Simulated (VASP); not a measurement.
Input of a VASP 6.6.1 run:

The input INCAR:

```
PREC     = Accurate       # precision mode
ENCUT    = 520            # plane-wave cutoff, eV
EDIFF    = 1E-6           # SCF threshold, eV
ISMEAR   = -1             # smearing method
SIGMA    = 0.05           # smearing width, eV
LREAL    = False          # projectors in reciprocal space
LASPH    = True           # aspherical terms in the spheres
NELM     = 100            # most SCF steps
ALGO     = Normal         # electronic algorithm
ISIF     = 2              # what is computed and relaxed
LWAVE    = False          # write WAVECAR
LCHARG   = False          # write CHGCAR
GGA      = PS             # functional
IVDW     = 13             # dispersion correction
NBANDS   = 25             # bands
```

KPOINTS

```
Automatic mesh
0
Gamma
  10 10 5
```

The input POSCAR:

```
CuO
1.0
    2.0306852154     -2.0290763356      0.1581986965
    2.0306852154      2.0290763356      0.1581986965
   -0.3954095194      0.0000000000      5.0688286490
Cu O
2 2
Direct
    0.5000000000      0.0000000000      0.5000000000
    0.0000000000      0.5000000000      0.0000000000
    0.4999737004      0.5000262996      0.7500000000
    0.5000262996      0.4999737004      0.2500000000
```

Potentials or basis: VASP PAW PBE potentials, release 64 (Cu, O).

Command:

```console
$ cat potpaw_PBE.64/Cu/POTCAR potpaw_PBE.64/O/POTCAR > POTCAR
$ mpirun -np 1 vasp_std > vasp.out
```

Q: What does it give for the pressure?

A: 0.8 GPa.

Q: Predict the dispersion energy per atom.

A: -0.175 eV.

Q: What does it give for the band gap on the k mesh?

A: Zero (band 17 reaches 6.11 eV, above the bottom of band 18 at 5.13 eV).

Stress tensor (GPa, compression positive):
```
 0.63  0.00 -0.04
 0.00  0.66  0.00
-0.04  0.00  1.13
```

Caveat: the PAW data sets were made with another functional, which shifts forces and pressure a little; semilocal functionals often make such compounds metallic where correlation or magnetic order opens a gap, which also shifts bond lengths; pairwise dispersion overbinds metals, which lowers pressure and volume. With open d or f shells a metallic result of PBEsol can be an artefact of self-interaction; +U or a hybrid may open a gap.
